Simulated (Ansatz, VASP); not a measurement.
# Two plane-wave programs on NaI

Contents of POSCAR:

```
NaI
1.0
    0.0000000000      3.2007280548      3.2007280548
    3.2007280548      0.0000000000      3.2007280548
    3.2007280548      3.2007280548      0.0000000000
Na I
1 1
Direct
    0.0000000000      0.0000000000      0.0000000000
    0.5000000000      0.5000000000      0.5000000000
```

File INCAR.step1:

```
SYSTEM = NaI
PREC = Accurate ; ENCUT = 520
ISMEAR = 0 ; SIGMA = 0.02
LREAL = .False. ; LASPH = .True.
NELM = 80 ; NBANDS = 14
GGA = PE ; ALGO = Normal
EDIFF = 1E-4 ; LWAVE = .True.
LCHARG = .False.
```

The input INCAR.step2:

```
SYSTEM = NaI
PREC = Accurate ; ENCUT = 520
EDIFF = 1E-6 ; ISMEAR = 0
SIGMA = 0.02 ; LREAL = .False.
LASPH = .True. ; NELM = 80
ALGO = Normal ; ISIF = 2
LWAVE = .False. ; LCHARG = .False.
METAGGA = R2SCAN ; LMIXTAU = .True.
NBANDS = 14 ; ISTART = 1
```

Contents of KPOINTS:

```
regular mesh
0
Gamma
  6 6 6
  0 0 0
```

Input for Ansatz:

```yaml
crystal:
  lattice:
    - [0.0, 3.2007280548, 3.2007280548]
    - [3.2007280548, 0.0, 3.2007280548]
    - [3.2007280548, 3.2007280548, 0.0]
  atoms:
    - { symbol: Na, position: [0.0, 0.0, 0.0] }
    - { symbol: I, position: [0.5, 0.5, 0.5] }
basis:
  ecutwfc: 500
kpoints:
  mp_grid: { grid: [6, 6, 6] }
hamiltonian:
  xc: r2scan
scf:
  occupations: { method: gaussian, width: 0.02 }
output:
  forces: true
  stress: true
  eigenvalues: true
```

Alike in both runs: task single point; functional r2SCAN; k mesh 6 × 6 × 6; occupations gaussian, width 0.02 eV; no spin polarisation.

|  | VASP | Ansatz |
| --- | --- | --- |
| version | VASP 6.6.1 | Ansatz 0.2.0 |
| potentials or method | VASP PAW PBE potentials, release 64 (Na_pv, I), cutoff 520 eV | scalar-relativistic, plane waves, PAW |
| valence electrons in the cell | 14 | 26 |

|  | VASP | Ansatz | Ansatz less VASP |
| --- | --- | --- | --- |
| gap on the k mesh at the Fermi level (eV) | 4.54 | 4.53 | -0.009 |
| least direct gap on the mesh (eV) | 4.54 | 4.53 | -0.009 |
| pressure (GPa) | 0.4 | 0.5 | +0.09 |

VASP's potentials were made for PBE, not for r2SCAN. The functional is the same, so the differences come from potentials, cutoffs and numerics. VASP's potentials hold 14 valence electrons a cell and Ansatz's 26, so a difference there can come from the potentials and not from the codes.

Spin-orbit coupling is off throughout.
